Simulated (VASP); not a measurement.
GaN, 2 atoms in the cell. The structure is cubic, space group F-43m (No. 216). Conventional cell: a = 4.566 Å, b = 4.566 Å, c = 4.566 Å, α = 90.00°, β = 90.00°, γ = 90.00°. Within 2.6 Å of Ga (site symmetry -43m) lie 4 N at 1.98 Å. N (site symmetry -43m) has 4 Ga at 1.98 Å within 2.6 Å. 

| Property | Result |
| --- | --- |
| Program | VASP 6.6.1 |
| Task | single point |
| Functional | r2SCAN |
| Dispersion | rVV10 |
| Potentials or basis | VASP PAW PBE potentials, release 64 (Ga_d, N) |
| Cutoff | 520 eV |
| k mesh | 10 × 10 × 10 |
| Occupations | fermi-dirac, width 0.05 eV |
| Spin | no spin polarisation |
| Dipole correction | no |
| Further INCAR settings | ALGO = Normal; EDIFF = 1e-07; NBANDS = 16 |

Potentials or basis: VASP PAW PBE potentials, release 64 (Ga_d, N).

Launch:

```bash
$ cat potpaw_PBE.64/Ga_d/POTCAR potpaw_PBE.64/N/POTCAR > POTCAR
$ cp INCAR.step1 INCAR
$ mpirun -np 1 vasp_std > vasp.out
$ cp INCAR.step2 INCAR
$ mpirun -np 1 vasp_std > vasp.out
```

Hardware: 1 thread of Intel(R) Xeon(R) 6975P-C (Granite Rapids), on a shared host.

Question: Estimate the wall time of this run.

Answer: Run time: 52 s on 1 thread of Intel(R) Xeon(R) 6975P-C (Granite Rapids) (shared host), peak memory 0.22 GiB. Counts: k points 47.
